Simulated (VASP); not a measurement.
A run of VASP 6.6.1:

Contents of INCAR:

```
SYSTEM = Rb
PREC = Accurate
ENCUT = 520
EDIFF = 1E-6
ISMEAR = -1
SIGMA = 0.05
LREAL = .False.
LASPH = .True.
NELM = 60
ALGO = Normal
ISIF = 2
LWAVE = .False.
LCHARG = .False.
GGA = RE
NBANDS = 10
```

Contents of KPOINTS:

```
Automatic mesh
0
Gamma
  7 7 7
  0 0 0
```

The input POSCAR:

```
Rb
1.0
   -2.9125447556      2.9125447556      2.9125447556
    2.9125447556     -2.9125447556      2.9125447556
    2.9125447556      2.9125447556     -2.9125447556
Rb
1
Direct
    0.0000000000      0.0000000000      0.0000000000
```

Potentials or basis: VASP PAW PBE potentials, release 64 (Rb_sv).

Command:

```sh
$ cat potpaw_PBE.64/Rb_sv/POTCAR > POTCAR
$ mpirun -np 1 vasp_std > vasp.out
```

Hardware: 1 thread of Intel(R) Xeon(R) Platinum 8375C CPU @ 2.90GHz (Ice Lake), with other jobs on the host.

**Question.** Estimate the wall time of this run.

**Answer.** Wall time 28 s on 1 thread of Intel(R) Xeon(R) Platinum 8375C CPU @ 2.90GHz (Ice Lake) (shared host), peak memory 0.23 GiB. Counts: scf iterations 10, k points 20.
